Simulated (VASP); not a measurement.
# Mg2H3F (Cc) in VASP: a series of runs, part 2 of 2

VASP 6.6.1. Earlier steps stand in the parts before.

### 3 Single point, PBEsol

This run uses another cell than the first one, of 10.39 Å³/atom.

The input, INCAR:

```
SYSTEM = Mg2H3F
ALGO = Normal
EDIFF = 1E-6
ENCUT = 520
GGA = PS
ISIF = 2
ISMEAR = 0
LASPH = .True.
LCHARG = .False.
LREAL = .False.
LWAVE = .False.
NBANDS = 26
NELM = 80
PREC = Accurate
SIGMA = 0.02
```

The input, KPOINTS:

```
k-points
0
Gamma
  6 6 6
  0 0 0
```

The input, POSCAR:

```
Mg2H3F
1.0
    0.0000000000      4.5385673702     -3.0270199034
    0.0000000000     -4.5412828068     -3.0310805173
   -4.5314522770      0.0013577183      3.0290502104
Mg F H
4 2 6
Direct
    0.5010254261      0.5030846686      0.0083589924
    0.0042598456      0.0004233972      0.0003884204
    0.2426664337      0.7447256763      0.4916410076
    0.7538714252      0.2500349767      0.4996115796
    0.4999409070      0.1967590485      0.6973592055
    0.5525817015      0.7493998431      0.8026407945
   -0.0008935796      0.6949862558      0.6925454906
    0.0565609298      0.2524407652      0.8074545094
    0.4990104803      0.8040173831      0.3036672010
   -0.0014199086      0.3026524174      0.3015270315
    0.9453432793      0.7503501822      0.1963327990
    0.4470530599      0.2511253859      0.1984729685
```

Potentials or basis: VASP PAW PBE potentials, release 64 (Mg, F, H).

The run is started by

```
$ cat potpaw_PBE.64/Mg/POTCAR potpaw_PBE.64/F/POTCAR potpaw_PBE.64/H/POTCAR > POTCAR
$ mpirun -np 1 vasp_std > vasp.out
```

OUTCAR:

```text
SYSTEM = Mg2H3F
   EDIFF = 1E-6
   ENCUT = 520
   GGA = PS
   ISIF = 2
   ISMEAR = 0
   LASPH = .True.
   LREAL = .False.
   NELM = 80
   PREC = Accurate

 ion  position               nearest neighbor table
   1  0.501  0.503  0.008-   9 1.92  12 1.95   8 1.96  11 1.96   5 1.98   6 2.00   2 3.00   2 3.06
                             3 3.50   3 3.50   4 3.52   4 3.53   4 3.54   3 3.60   3 3.60   4 3.60
   2  0.004  0.000  0.000-   7 1.95  12 1.95  10 1.95   8 1.96  11 1.97   6 1.99   1 3.00   1 3.06
                             3 3.52   3 3.53   3 3.54   4 3.54   4 3.54   4 3.55   4 3.55   3 3.60
   3  0.243  0.745  0.492-  11 1.92  10 1.95   7 1.96   9 1.96   6 1.98   5 2.00   4 3.00   4 3.06
                             1 3.50   1 3.50   2 3.52   2 3.53   2 3.54   1 3.60   1 3.60   2 3.60
   4  0.754  0.250  0.500-   8 1.95  10 1.95  12 1.95   7 1.96   9 1.97   5 1.99   3 3.00   3 3.06
                             1 3.52   1 3.53   1 3.54   2 3.54   2 3.54   2 3.55   2 3.55   1 3.60
   5  0.500  0.197  0.697-   1 1.98   4 1.99   3 2.00
   6  0.553  0.749  0.803-   3 1.98   2 1.99   1 2.00
   7  0.999  0.695  0.693-   2 1.95   3 1.96   4 1.96
   8  0.057  0.252  0.807-   4 1.95   1 1.96   2 1.96
   9  0.499  0.804  0.304-   1 1.92   3 1.96   4 1.97
  10  0.999  0.303  0.302-   3 1.95   4 1.95   2 1.95
  11  0.945  0.750  0.196-   3 1.92   1 1.96   2 1.97
  12  0.447  0.251  0.198-   1 1.95   2 1.95   4 1.95

  LATTYP: Found a base centered monoclinic cell.
 ALAT       =     6.0581010293
 B/A-ratio  =     1.4959975923
 C/A-ratio  =     0.9005140279
 COS(beta)  =    -0.5544932575

  Lattice vectors:

 A1 = (  -4.5314522770,   0.0013577183,   3.0290502104)
 A2 = (   4.5314522770,   0.0013577183,   3.0290502103)
 A3 = (   0.0000000000,   4.5385673702,  -3.0270199034)

Analysis of symmetry for initial positions (statically):
=====================================================================
 Subroutine PRICEL returns:
 Original cell was already a primitive cell.

 Routine SETGRP: Setting up the symmetry group for a
 base centered monoclinic supercell.

 Subroutine GETGRP returns: Found  2 space group operations
 (whereof  1 operations were pure point group operations)
 out of a pool of  4 trial point group operations.

The static configuration has the point symmetry C_1 .
 The point group associated with its full space group is C_1h.

Analysis of symmetry for dynamics (positions and initial velocities):
=====================================================================
 Subroutine PRICEL returns:
 Original cell was already a primitive cell.

 Routine SETGRP: Setting up the symmetry group for a
 base centered monoclinic supercell.

 Subroutine GETGRP returns: Found  2 space group operations
 (whereof  1 operations were pure point group operations)
 out of a pool of  4 trial point group operations.

The dynamic configuration has the point symmetry C_1 .
 The point group associated with its full space group is C_1h.

 Subroutine INISYM returns: Found  2 space group operations
 (whereof  1 operations are pure point group operations),
 and found     1 'primitive' translations

----------------------------------------------------------------------------------------

                                     Primitive cell

  volume of cell :     124.6300

[... 66 lines left out ...]
  0.166667 -0.000000  0.000000      4.000000
  0.333333 -0.000000  0.000000      4.000000
  0.500000 -0.000000 -0.000000      2.000000
 -0.000000  0.166667  0.000000      4.000000
  0.166667  0.166667 -0.000000      4.000000
[... 16 lines left out ...]
  0.333333 -0.000000  0.166667      4.000000
  0.500000 -0.000000  0.166667      4.000000
 [... further k-points ...]
   k-points           NKPTS =     68   k-points in BZ     NKDIM =     68   number of bands    NBANDS=     26
   number of dos      NEDOS =    301   number of ions     NIONS =     12
   total plane-waves  NPLWV =  74088
   dimension x,y,z NGX =    42 NGY =   42 NGZ =   42
   dimension x,y,z NGXF=    84 NGYF=   84 NGZF=   84
   ions per type =               4   2   6
   NGX,Y,Z   is equivalent  to a cutoff of  12.80, 12.79, 12.81 a.u.
   NGXF,Y,Z  is equivalent  to a cutoff of  25.60, 25.58, 25.62 a.u.
 SYSTEM =  Mg2H3F
   PREC   = accura    normal or accurate (medium, high low for compatibility)
   ISTART =      0    job   : 0-new  1-cont  2-samecut
   ICHARG =      2    charge: 1-file 2-atom 10-const
   ISPIN  =      1    spin polarized calculation?
   LNONCOLLINEAR =      F non collinear calculations
   LSORBIT =      F    spin-orbit coupling
   LASPH  =      T    aspherical Exc in radial PAW
   ENCUT  =  520.0 eV  38.22 Ry    6.18 a.u.  10.14 10.15 10.13*2*pi/ulx,y,z
   NELM   =     80;   NELMIN=  2; NELMDL= -5     # of ELM steps
   EDIFF  = 0.1E-05   stopping-criterion for ELM
   LREAL  =      F    real-space projection
[... 7 lines left out ...]
   TEBEG  =    0.0;   TEEND  =   0.0 temperature during run
   PSTRESS=    0.0 pullay stress
   NELECT =      28.0000    total number of electrons
   NUPDOWN=      -1.0000    fix difference up-down
   EMIN   =  10.00;   EMAX   =-10.00  energy-range for DOS
   EFERMI =   0.00;   METHOD = LEGACY
   ISMEAR =     0;   SIGMA  =   0.02  broadening in eV -4-tet -1-fermi 0-gaus
   EFERMI_NEDOS =   21; number of points for ismear=-14 and -15
   IALGO  =     38    algorithm
   IMIX   =      4    mixing-type and parameters
     AMIX     =   0.40;   BMIX     =  1.00
     AMIX_MAG =   1.60;   BMIX_MAG =  1.00
  volume/ion in A,a.u.               =      10.39        70.09
  Fermi-wavevector in a.u.,A,eV,Ry     =   0.995222  1.880697 13.476122  0.990467
  Thomas-Fermi vector in A             =   2.127227
   LORBIT       =      0    0 simple, 1 ext, 2 COOP (PROOUT), +10 PAW based schemes
   GGA     = PS    functional components
   LHFCALC =     F    Hartree Fock is set to
   AEXX    =    0.0000 exact exchange contribution
   IVDW    =     0    specifies the selected vdW correction
   LEPSILON=     F    determine dielectric tensor
   LRPA    =     F    only Hartree local field effects (RPA)
 non-spin polarized calculation
 Gauss-broadening in eV      SIGMA  =   0.02
  energy-cutoff  :      520.00
  volume of cell :      124.63
 maximum number of plane-waves:      3372
 NGX is ok and might be reduce to    42
   NGX = 21   NGY = 21   NGZ = 21

 number of electron      27.9999990 magnetization

 Free energy of the ion-electron system (eV)
  ---------------------------------------------------
  ext. energy  EPLUGINS =         0.00000000
  ---------------------------------------------------
  free energy    TOTEN  =       -42.70819451 eV

  energy without entropy =      -42.70819451  energy(sigma->0) =      -42.70819451

 E-fermi :  -0.0150     XC(G=0):  -8.9546

 val. band max:       -0.1688026892   @ k =   0.5000   0.1667   0.1667
 cond. band min:       3.9246674465   @ k =   0.0000   0.0000   0.0000
 fundamental gap:      4.0934701357
 Fermi energy:        -0.0149732864

 k-point     1 :       0.0000    0.0000    0.0000
  band No.  band energies     occupation
      1     -23.0234      2.00000
      2     -22.7515      2.00000
      3      -5.9031      2.00000
      4      -5.6018      2.00000
      5      -5.2583      2.00000
      6      -5.0097      2.00000
[... 685 lines left out ...]
     25      10.0704      0.00000
     26      11.1693      0.00000

 [... further k-points ...]
[... 5 lines left out ...]
  --------------------------------------------------------------------------------------
  -------------------------------------------------------------------------------------
  Total       -0.2803975     -0.2819085     -0.3239591      0.0000000      0.0030820      0.0000000
  in kB       -3.6046431     -3.6240677     -4.1646477      0.0000000      0.0396207      0.0000000
  external PRESSURE =      -3.7977861 kB  Pullay stress =       0.0000000 kB

 VOLUME and BASIS-vectors are now :
 -----------------------------------------------------------------------------
  energy-cutoff  :      520.00
  volume of cell :      124.63
      direct lattice vectors                 reciprocal lattice vectors
     0.000000000  4.538567370 -3.027019903    -0.110339902  0.110207818 -0.165117643
     0.000000000 -4.541282807 -3.031080517    -0.110339902 -0.110060177 -0.165018912
    -4.531452277  0.001357718  3.029050210    -0.220679804  0.000000000  0.000000000

 POSITION                                       TOTAL-FORCE (eV/Angst)
 -----------------------------------------------------------------------------------
     -0.03788     -0.01070     -3.01618         0.019013      0.007645     -0.009349
     -0.00176      0.01741     -0.01300         0.006874     -0.006039      0.009400
     -2.22785     -2.27998     -1.50267        -0.019013      0.007645     -0.009349
     -2.26397      2.28670     -1.52651        -0.006874     -0.006039      0.009400
     -3.16005      1.37642      0.00261         0.002662      0.000480     -0.000982
     -3.63713     -0.89422     -1.51293        -0.002662      0.000480     -0.000982
     -3.13824      1.37932     -3.03312        -0.000002     -0.000652      0.000794
     -3.65894     -0.88860      1.50944         0.000002     -0.000652      0.000794
     -1.37605     -1.38607     -3.02773        -0.000095     -0.000807     -0.000580
     -1.36636      3.15810     -3.02675        -0.000454     -0.000627      0.000718
     -0.88967      0.88322     -4.54124         0.000095     -0.000807     -0.000580
     -0.89937      0.88882     -1.51324         0.000454     -0.000627      0.000718
 -----------------------------------------------------------------------------------
    total drift:                                0.000000      0.000196     -0.000103

  FREE ENERGIE OF THE ION-ELECTRON SYSTEM (eV)
  ---------------------------------------------------
  free  energy   TOTEN  =       -42.7081945129 eV

  energy  without entropy=      -42.7081945129  energy(sigma->0) =      -42.70819451
```

Wall time 5.5 min (1 thread of Oxide Virtual Turin-like, shared host); peak memory 0.34 GiB.

What came out:

```yaml
Free_energy: -42.7082 eV
Pressure: -0.4 GPa
Largest_force: 0.023 eV/Å
Band_gap_on_the_k_mesh: 4.09 eV (least direct gap 4.23 eV)
```

Forces in eV/Å, atoms in the order of the input:
```
Mg   0.019  0.008 -0.009
Mg   0.007 -0.006  0.009
Mg  -0.019  0.008 -0.009
Mg  -0.007 -0.006  0.009
F    0.003  0.000 -0.001
F   -0.003  0.000 -0.001
H    0.000 -0.001  0.001
H    0.000 -0.001  0.001
H    0.000 -0.001 -0.001
H    0.000 -0.001  0.001
H    0.000 -0.001 -0.001
H    0.000 -0.001  0.001
```

Caveat: the PAW data sets were made with another functional, which shifts forces and pressure a little. A k mesh can miss the band edges.

### 4 Single point, PBEsol

This run uses another cell than the first one, of 10.39 Å³/atom.

The input, INCAR:

```
  ALGO = Normal
  EDIFF = 1E-6
  ENCUT = 520
  GGA = PS
  ISIF = 2
  ISMEAR = 0
  LASPH = True
  LCHARG = True
  LELF = True
  LREAL = False
  LVHAR = True
  LWAVE = False
  NBANDS = 26
  NELM = 80
  PREC = Accurate
  SIGMA = 0.02
```

The input, KPOINTS:

```
k-points
0
Gamma
  6 6 6
```

POSCAR is that of step 3.

The run is started by

```
$ cat potpaw_PBE.64/Mg/POTCAR potpaw_PBE.64/F/POTCAR potpaw_PBE.64/H/POTCAR > POTCAR
$ mpirun -np 1 vasp_std > vasp.out
```

Run time: 5.4 min. Hardware: 1 thread of Oxide Virtual Turin-like, shared host; peak memory 0.34 GiB.

It converged, with:

| Item | Value |
| --- | --- |
| Free energy | -42.7082 eV |
| Pressure | -0.4 GPa |
| Largest force | 0.023 eV/Å |
| Band gap on the k mesh | 4.09 eV (least direct gap 4.23 eV) |

Forces in eV/Å, atoms in the order of the input:
```
Mg   0.019  0.008 -0.009
Mg   0.007 -0.006  0.009
Mg  -0.019  0.008 -0.009
Mg  -0.007 -0.006  0.009
F    0.003  0.000 -0.001
F   -0.003  0.000 -0.001
H    0.000 -0.001  0.001
H    0.000 -0.001  0.001
H    0.000 -0.001 -0.001
H    0.000 -0.001  0.001
H    0.000 -0.001 -0.001
H    0.000 -0.001  0.001
```

Levels at points of the mesh, in eV from the valence-band top:
| k point | band 11 | band 12 | band 13 | band 14 | band 15 | band 16 | band 17 | band 18 |
| --- | --- | --- | --- | --- | --- | --- | --- | --- |
| (0.00, 0.00, 0.00) | -1.40 | -1.06 | -1.00 | -0.14 | 4.09 | 4.45 | 5.12 | 6.48 |
| (0.50, 0.00, 0.00) | -1.35 | -1.10 | -0.83 | -0.14 | 4.66 | 5.36 | 5.79 | 6.73 |
| (0.00, 0.50, 0.00) | -1.81 | -1.22 | -0.72 | -0.28 | 5.74 | 6.01 | 6.23 | 6.82 |
| (0.50, 0.50, 0.00) | -1.48 | -1.48 | -0.43 | -0.43 | 5.44 | 5.44 | 6.61 | 6.61 |
| (0.00, 0.00, 0.50) | -1.46 | -0.96 | -0.56 | -0.30 | 4.44 | 5.00 | 5.51 | 6.59 |
| (0.50, 0.50, 0.50) | -1.87 | -1.87 | -0.73 | -0.73 | 5.93 | 5.93 | 7.34 | 7.34 |

Caveat: the PAW data sets were made with another functional, which shifts forces and pressure a little.
